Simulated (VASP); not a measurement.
Wanted: the native input for a VASP 6.6.1 run.

- Task: G0W0 quasiparticle levels
- Functional: PBE
- Potentials or basis: VASP PAW PBE potentials, release 64 (B_GW, N_GW)
- Cutoff: 500 eV
- k mesh: 6 × 6 × 6
- Occupations: gaussian, width 0.01 eV
- Spin: no spin polarisation
- Dipole correction: no
- GW scheme: G0W0
- GW iterations: 1
- Cutoff of the response function: 150
- Frequency points: 48
- Empty bands: 47
- Further INCAR settings: ALGO = EVGW0; EDIFF = 1e-08; NBANDS = 51

The system is BN.

```
B N
1.0
     0.00000    1.80483    1.73263
     1.80483    0.00000    1.73263
     1.80483    1.80483    0.00000
B N
1 1
Direct
  0.00000 0.00000 0.00000
  0.25000 0.25000 0.25000
```

These files were run (other wordings do the same):

POSCAR

```
BN
1.0
    0.0000000000      1.8048254650      1.7326324464
    1.8048254650      0.0000000000      1.7326324464
    1.8048254650      1.8048254650      0.0000000000
B N
1 1
Direct
    0.0000000000      0.0000000000      0.0000000000
    0.2500000000      0.2500000000      0.2500000000
```

INCAR.step1

```
SYSTEM = BN
PREC = Accurate ; ENCUT = 500
EDIFF = 1E-8 ; ISMEAR = 0
SIGMA = 0.01 ; LREAL = .FALSE.
LASPH = .TRUE. ; NELM = 60
ALGO = Normal ; LWAVE = .TRUE.
LCHARG = .FALSE. ; GGA = PE
```

INCAR.step2

```
SYSTEM = BN
PREC = Accurate ; ENCUT = 500
EDIFF = 1E-8 ; ISMEAR = 0
SIGMA = 0.01 ; LREAL = .FALSE.
LASPH = .TRUE. ; NELM = 1
ALGO = Exact ; LWAVE = .TRUE.
LCHARG = .FALSE. ; GGA = PE
NBANDS = 51 ; LOPTICS = .TRUE.
ISTART = 1
```

INCAR.step3

```
SYSTEM = BN
PREC = Accurate ; ENCUT = 500
EDIFF = 1E-8 ; ISMEAR = 0
SIGMA = 0.01 ; LREAL = .FALSE.
LASPH = .TRUE. ; ALGO = EVGW0
LWAVE = .FALSE. ; LCHARG = .FALSE.
GGA = PE ; NELMGW = 1
NBANDS = 51 ; ENCUTGW = 150.0
NOMEGA = 48 ; PRECFOCK = Fast
ISTART = 1 ; NBANDSGW = 12
```

KPOINTS

```
Automatic mesh
0
G
  6 6 6
  0 0 0
```

Potentials or basis: VASP PAW PBE potentials, release 64 (B_GW, N_GW).

Launch:

```bash
$ cat potpaw_PBE.64/B_GW/POTCAR potpaw_PBE.64/N_GW/POTCAR > POTCAR
$ cp INCAR.step1 INCAR
$ mpirun -np 1 vasp_std > vasp.out
$ cp INCAR.step2 INCAR
$ mpirun -np 1 vasp_std > vasp.out
$ cp INCAR.step3 INCAR
$ mpirun -np 1 vasp_std > vasp.out
```

Results of the run:

* Quasiparticle gap: 5.26 eV
* Least direct quasiparticle gap: 10.74 eV
* Band gap of the starting levels on the mesh: 3.77 eV
* Least direct gap of the starting levels on the mesh: 8.60 eV

Caveat: the k points lie up to 0.51 Å⁻¹ apart; bands, screening cutoff and mesh are small and nothing is extrapolated, so the quasiparticle values aren't converged.

Run time: 5.5 min on 1 thread of AMD EPYC 7R13 (shared host), peak memory 0.21 GiB.
